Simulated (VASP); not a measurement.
# TiAl (P1) in VASP: single point with PBEsol

Aim: the single point of TiAl with PBEsol.

Everything below comes from runs of VASP 6.6.1. Logs are shortened: lines on timing, memory, paths and dates and some standing lists are left out, and cuts for length are marked.

### 1 The cell of the first run

The typed cell holds 6 atoms: a = 3.156 Å, b = 3.156 Å, c = 9.505 Å, α = 85.24°, β = 88.41°, γ = 90.00°.

### 2 Single point, PBEsol (the part above a cut slid along it)

Input file INCAR:

```
ALGO = Fast ; EDIFF = 1E-6
ENCUT = 520 ; GGA = PS
ISIF = 2 ; ISMEAR = 0
LASPH = True ; LCHARG = False
LREAL = False ; LWAVE = False
NBANDS = 32 ; NELM = 80
PREC = Accurate ; SIGMA = 0.15
```

Input file KPOINTS:

```
k-points
0
Gamma
  14 14 5
```

Input file POSCAR:

```
TiAl
1.0
    0.0000000000     -3.1560751060      0.0000000000
    0.0000000000      0.0000000000     -3.1560751060
    9.4682253181     -0.2630062588     -0.7890187765
Ti Al
3 3
Direct
   -0.0625000000     -0.1875000000      0.7500000000
   -0.0069444444     -0.0208333333      0.0833333333
   -0.0347222222     -0.1041666667      0.4166666667
    0.4236111111      0.2708333333      0.9166666667
    0.4791666667      0.4375000000      0.2500000000
    0.4513888889      0.3541666667      0.5833333333
```

Potentials or basis: VASP PAW PBE potentials, release 64 (Ti_sv, Al).

Launch:

```bash
$ cat potpaw_PBE.64/Ti_sv/POTCAR potpaw_PBE.64/Al/POTCAR > POTCAR
$ mpirun -np 1 vasp_std > vasp.out
```

OUTCAR:

```text
EDIFF = 1E-6
   ENCUT = 520
   GGA = PS
   ISIF = 2
   ISMEAR = 0
   LASPH = True
   LREAL = False
   NELM = 80
   PREC = Accurate

 ion  position               nearest neighbor table
   1  0.938  0.812  0.750-   4 2.73   6 2.73   6 2.73   4 2.73   4 2.73   6 2.73   6 2.73   4 2.73

   2  0.993  0.979  0.083-   4 2.20   4 2.55   5 2.73   5 2.73   5 2.73   5 2.73   4 3.13
   3  0.965  0.896  0.417-   6 2.73   6 2.73   6 2.73   6 2.73   5 2.73   5 2.73   5 2.73   5 2.73

   4  0.424  0.271  0.917-   2 2.20   2 2.55   1 2.73   1 2.73   1 2.73   1 2.73   2 3.13   6 3.16
                             5 3.26
   5  0.479  0.438  0.250-   3 2.73   2 2.73   2 2.73   3 2.73   3 2.73   2 2.73   2 2.73   3 2.73
                             6 3.16   4 3.26
   6  0.451  0.354  0.583-   3 2.73   3 2.73   3 2.73   3 2.73   1 2.73   1 2.73   1 2.73   1 2.73
                             5 3.16   4 3.16

  LATTYP: Found a triclinic cell.
 ALAT       =     4.4633642188
 B/A-ratio  =     0.7071067812
 C/A-ratio  =     2.6523050772
 COS(alpha) =     0.0222167373
 COS(beta)  =     0.4398689565
 COS(gamma) =     0.7071067812

  Lattice vectors:

 A1 = (   0.0000000000,   3.1560751060,   3.1560751060)
 A2 = (   0.0000000000,   3.1560751060,   0.0000000000)
 A3 = (  -9.4682253181,   0.2630062588,   7.1011689885)

Analysis of symmetry for initial positions (statically):
=====================================================================
 Subroutine PRICEL returns:
 Original cell was already a primitive cell.

 Routine SETGRP: Setting up the symmetry group for a
 triclinic supercell.

 Subroutine GETGRP returns: Found  1 space group operations
 (whereof  1 operations were pure point group operations)
 out of a pool of  2 trial point group operations.

The static configuration has the point symmetry C_1 .

Analysis of symmetry for dynamics (positions and initial velocities):
=====================================================================
 Subroutine PRICEL returns:
 Original cell was already a primitive cell.

 Routine SETGRP: Setting up the symmetry group for a
 triclinic supercell.

 Subroutine GETGRP returns: Found  1 space group operations
 (whereof  1 operations were pure point group operations)
 out of a pool of  2 trial point group operations.

The dynamic configuration has the point symmetry C_1 .

 Subroutine INISYM returns: Found  1 space group operations
 (whereof  1 operations are pure point group operations),
 and found     1 'primitive' translations

----------------------------------------------------------------------------------------

                                     Primitive cell

  volume of cell :      94.3112

  direct lattice vectors                    reciprocal lattice vectors
     0.000000000 -3.156075106  0.000000000    -0.008801368 -0.316849240  0.000000000
     0.000000000  0.000000000 -3.156075106    -0.026404103  0.000000000 -0.316849240
     9.468225318 -0.263006259 -0.789018776     0.105616413  0.000000000  0.000000000

  length of vectors
     3.156075106  3.156075106  9.504683771     0.316971458  0.317947508  0.105616413

  position of ions in fractional coordinates (direct lattice)
     0.937500000  0.812500000  0.750000000
     0.993055556  0.979166667  0.083333333
     0.965277778  0.895833333  0.416666667
     0.423611111  0.270833333  0.916666667
     0.479166667  0.437500000  0.250000000
     0.451388889  0.354166667  0.583333333

  ion indices of the primitive-cell ions
   primitive index   ion index
                 1           1
                 2           2
                 3           3
                 4           4
                 5           5
                 6           6

----------------------------------------------------------------------------------------

 KPOINTS: k-points

Automatic generation of k-mesh.
 Grid dimensions read from file:
 generate k-points for:   14   14    5

 Generating k-lattice:

  Cartesian coordinates                     Fractional coordinates (reciprocal lattice)
    -0.000628669 -0.022632089  0.000000000     0.071428571  0.000000000 -0.000000000
    -0.001886007  0.000000000 -0.022632089     0.000000000  0.071428571 -0.000000000
     0.021123283  0.000000000  0.000000000     0.000000000  0.000000000  0.200000000

  Length of vectors
     0.022640818  0.022710536  0.021123283

  Shift w.r.t. Gamma in fractional coordinates (k-lattice)
     0.000000000  0.000000000  0.000000000

 Subroutine IBZKPT returns following result:
 ===========================================

 Found    492 irreducible k-points:

 Following reciprocal coordinates:
            Coordinates               Weight
  0.000000  0.000000  0.000000      1.000000
  0.071429  0.000000  0.000000      2.000000
  0.142857  0.000000  0.000000      2.000000
  0.214286  0.000000  0.000000      2.000000
  0.285714  0.000000  0.000000      2.000000
  0.357143  0.000000  0.000000      2.000000
[... 16 lines left out ...]
  0.000000  0.142857  0.000000      2.000000
  0.071429  0.142857  0.000000      2.000000
 [... further k-points ...]
   k-points           NKPTS =    492   k-points in BZ     NKDIM =    492   number of bands    NBANDS=     32
   number of dos      NEDOS =    301   number of ions     NIONS =      6
   total plane-waves  NPLWV =  41472
   dimension x,y,z NGX =    24 NGY =   24 NGZ =   72
   dimension x,y,z NGXF=    48 NGYF=   48 NGZF=  144
   ions per type =               3   3
   NGX,Y,Z   is equivalent  to a cutoff of  12.64, 12.64, 12.59 a.u.
   NGXF,Y,Z  is equivalent  to a cutoff of  25.28, 25.28, 25.19 a.u.
 SYSTEM =  unknown system
   PREC   = accura    normal or accurate (medium, high low for compatibility)
   ISTART =      0    job   : 0-new  1-cont  2-samecut
   ICHARG =      2    charge: 1-file 2-atom 10-const
   ISPIN  =      1    spin polarized calculation?
   LNONCOLLINEAR =      F non collinear calculations
   LSORBIT =      F    spin-orbit coupling
   LASPH  =      T    aspherical Exc in radial PAW
   ENCUT  =  520.0 eV  38.22 Ry    6.18 a.u.   5.87  5.87 17.67*2*pi/ulx,y,z
   NELM   =     80;   NELMIN=  2; NELMDL= -5     # of ELM steps
   EDIFF  = 0.1E-05   stopping-criterion for ELM
   LREAL  =      F    real-space projection
[... 7 lines left out ...]
   TEBEG  =    0.0;   TEEND  =   0.0 temperature during run
   PSTRESS=    0.0 pullay stress
   NELECT =      45.0000    total number of electrons
   NUPDOWN=      -1.0000    fix difference up-down
   EMIN   =  10.00;   EMAX   =-10.00  energy-range for DOS
   EFERMI =   0.00;   METHOD = LEGACY
   ISMEAR =     0;   SIGMA  =   0.15  broadening in eV -4-tet -1-fermi 0-gaus
   EFERMI_NEDOS =   21; number of points for ismear=-14 and -15
   IALGO  =     68    algorithm
   IMIX   =      4    mixing-type and parameters
     AMIX     =   0.40;   BMIX     =  1.00
     AMIX_MAG =   1.60;   BMIX_MAG =  1.00
  volume/ion in A,a.u.               =      15.72       106.07
  Fermi-wavevector in a.u.,A,eV,Ry     =   1.279257  2.417446 22.265926  1.636499
  Thomas-Fermi vector in A             =   2.411753
   LORBIT       =      0    0 simple, 1 ext, 2 COOP (PROOUT), +10 PAW based schemes
   GGA     = PS    functional components
   LHFCALC =     F    Hartree Fock is set to
   AEXX    =    0.0000 exact exchange contribution
   IVDW    =     0    specifies the selected vdW correction
   LEPSILON=     F    determine dielectric tensor
   LRPA    =     F    only Hartree local field effects (RPA)
 non-spin polarized calculation
 RMM-DIIS sequential band-by-band and
 Gauss-broadening in eV      SIGMA  =   0.15
  energy-cutoff  :      520.00
  volume of cell :       94.31
 maximum number of plane-waves:      2576
   NGX = 11   NGY = 11   NGZ = 35

 number of electron      44.9999985 magnetization

 Free energy of the ion-electron system (eV)
  ---------------------------------------------------
  ext. energy  EPLUGINS =         0.00000000
  ---------------------------------------------------
  free energy    TOTEN  =       -37.71097545 eV

  energy without entropy =      -37.63876497  energy(sigma->0) =      -37.67487021

 E-fermi :   8.7581     XC(G=0): -11.2669

 val. band max:        8.7541809984   @ k =  -0.3571   0.3571  -0.0000
 cond. band min:       8.7585562434   @ k =   0.5000  -0.1429   0.2000
 fundamental gap:      0.0043752450
 Fermi energy:         8.7581458309

 k-point     1 :       0.0000    0.0000    0.0000
  band No.  band energies     occupation
      1     -47.8384      2.00000
      2     -47.8294      2.00000
      3     -47.5944      2.00000
      4     -24.2830      2.00000
      5     -24.2118      2.00000
      6     -24.1472      2.00000
[... 24 lines left out ...]
     31      11.5227      0.00000
     32      13.4555      0.00000

 k-point     2 :       0.0714    0.0000    0.0000
  band No.  band energies     occupation
      1     -47.8376      2.00000
      2     -47.8285      2.00000
      3     -47.5936      2.00000
      4     -24.2819      2.00000
      5     -24.2109      2.00000
      6     -24.1562      2.00000
[... 24 lines left out ...]
     31      11.5692      0.00000
     32      12.9642      0.00000

 k-point     3 :       0.1429    0.0000    0.0000
  band No.  band energies     occupation
      1     -47.8353      2.00000
      2     -47.8263      2.00000
      3     -47.5912      2.00000
      4     -24.2792      2.00000
      5     -24.2089      2.00000
      6     -24.1818      2.00000
[... 24 lines left out ...]
     31      11.6892      0.00000
     32      12.4697      0.00000

 k-point     4 :       0.2143    0.0000    0.0000
  band No.  band energies     occupation
      1     -47.8320      2.00000
      2     -47.8230      2.00000
      3     -47.5878      2.00000
      4     -24.2760      2.00000
      5     -24.2187      2.00000
      6     -24.2115      2.00000
[... 654 lines left out ...]
     31      11.6266      0.00000
     32      13.2408      0.00000

 k-point    23 :       0.0000    0.1429    0.0000
  band No.  band energies     occupation
      1     -47.8353      2.00000
      2     -47.8263      2.00000
      3     -47.5913      2.00000
      4     -24.2791      2.00000
      5     -24.2079      2.00000
      6     -24.1746      2.00000
[... 24 lines left out ...]
     31      11.5911      0.00000
     32      11.9553      0.00000

 k-point    24 :       0.0714    0.1429    0.0000
  band No.  band energies     occupation
      1     -47.8345      2.00000
      2     -47.8255      2.00000
      3     -47.5905      2.00000
      4     -24.2781      2.00000
      5     -24.2070      2.00000
      6     -24.1738      2.00000
[... 24 lines left out ...]
     31      11.6657      0.00000
     32      11.9435      0.00000

 [... further k-points ...]

------------------------ aborting loop because EDIFF is reached ----------------------------------------

  FORCE on cell =-STRESS in cart. coord.  units (eV):
  Direction    XX          YY          ZZ          XY          YZ          ZX
  --------------------------------------------------------------------------------------
  -------------------------------------------------------------------------------------
  Total        4.9539666      3.4012913     -0.2611862      3.1198160      2.2069768      3.8782373
  in kB       84.1589696     57.7818130     -4.4370828     53.0000552     37.4925615     65.8842669
  external PRESSURE =      45.8345666 kB  Pullay stress =       0.0000000 kB

 VOLUME and BASIS-vectors are now :
 -----------------------------------------------------------------------------
  energy-cutoff  :      520.00
  volume of cell :       94.31
      direct lattice vectors                 reciprocal lattice vectors
     0.000000000 -3.156075106  0.000000000    -0.008801368 -0.316849240  0.000000000
     0.000000000  0.000000000 -3.156075106    -0.026404103  0.000000000 -0.316849240
     9.468225318 -0.263006259 -0.789018776     0.105616413  0.000000000  0.000000000

 POSITION                                       TOTAL-FORCE (eV/Angst)
 -----------------------------------------------------------------------------------
      7.10117     -3.15608     -3.15608         0.310242     -0.052438     -0.043745
      0.78902     -3.15608     -3.15608         2.429757      1.926544      2.535221
      3.94509     -3.15608     -3.15608         0.124259      0.030526     -0.033618
      8.67921     -1.57804     -1.57804        -2.851700     -1.907026     -2.474448
      2.36706     -1.57804     -1.57804         0.015976     -0.015199      0.007127
      5.52313     -1.57804     -1.57804        -0.028534      0.017594      0.009462
 -----------------------------------------------------------------------------------
    total drift:                                0.000051      0.000037     -0.000384

  FREE ENERGIE OF THE ION-ELECTRON SYSTEM (eV)
  ---------------------------------------------------
  free  energy   TOTEN  =       -37.7109754518 eV

  energy  without entropy=      -37.6387649701  energy(sigma->0) =      -37.67487021
```

Wall time 79 min (1 thread of Oxide Virtual Turin-like, shared host); peak memory 1.1 GiB.

What came out:

```
Free energy            : -37.7110 eV
Pressure               : 4.6 GPa
Largest force          : 4.230 eV/Å
Band gap on the k mesh : zero (an odd number of electrons rules out a gap without spin polarisation)
```

Forces in eV/Å, atoms in the order of the input:
```
Ti   0.310 -0.052 -0.044
Ti   2.430  1.927  2.535
Ti   0.124  0.031 -0.034
Al  -2.852 -1.907 -2.474
Al   0.016 -0.015  0.007
Al  -0.029  0.018  0.009
```

Caveat: the cell differs from its parent crystal (the part above a cut slid along it); the stress differs along the axes, from -0 to 8 GPa; the PAW data sets were made with another functional, which shifts forces and pressure a little.
